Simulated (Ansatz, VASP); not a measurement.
# Ti2BeAlB in VASP and in Ansatz

```
Ti Be Al B
1.0
     2.80968    0.00000    0.00000
    -1.40484    2.43325    0.00000
     0.00000    0.00000    9.85584
Ti Be Al B
2 1 1 1
Direct
  0.00000 0.00000 0.00000
  0.00000 0.00000 0.36423
  0.33333 0.66667 0.57423
  0.66667 0.33333 0.76347
  0.33333 0.66667 0.18211
```

Alike in both runs: task single point; functional PBE; k mesh 6 × 6 × 2; occupations gaussian, width 0.1 eV; no spin polarisation.

|  | VASP | Ansatz |
| --- | --- | --- |
| version | VASP 6.6.1 | Ansatz 0.2.0 |
| potentials or method | VASP PAW PBE potentials, release 64 (Ti_sv, Be, Al, B), cutoff 520 eV | scalar-relativistic, plane waves, PAW |
| valence electrons in the cell | 32 | 32 |

VASP gave:

```
gap on the k mesh at the Fermi level (eV)                     : none
pressure (GPa)                                                : -0.9
traceless stress, the component that is largest in VASP (GPa) : -1.70
rms of the force components (eV/Å)                            : 0.382
```

**Question.** Estimate Ansatz's values.

**Answer.** gap on the k mesh at the Fermi level (eV): none; pressure (GPa): -0.8; traceless stress, the component that is largest in VASP (GPa): -1.77; rms of the force components (eV/Å): 0.383.

Atom by atom the forces differ by 0.002 eV/Å (rms over components). A gap of «none» marks a metal or a gap that the smearing closes. The functional is the same, so the differences come from potentials, cutoffs and numerics.

The k mesh is coarse, so the values compare programs but aren't converged.
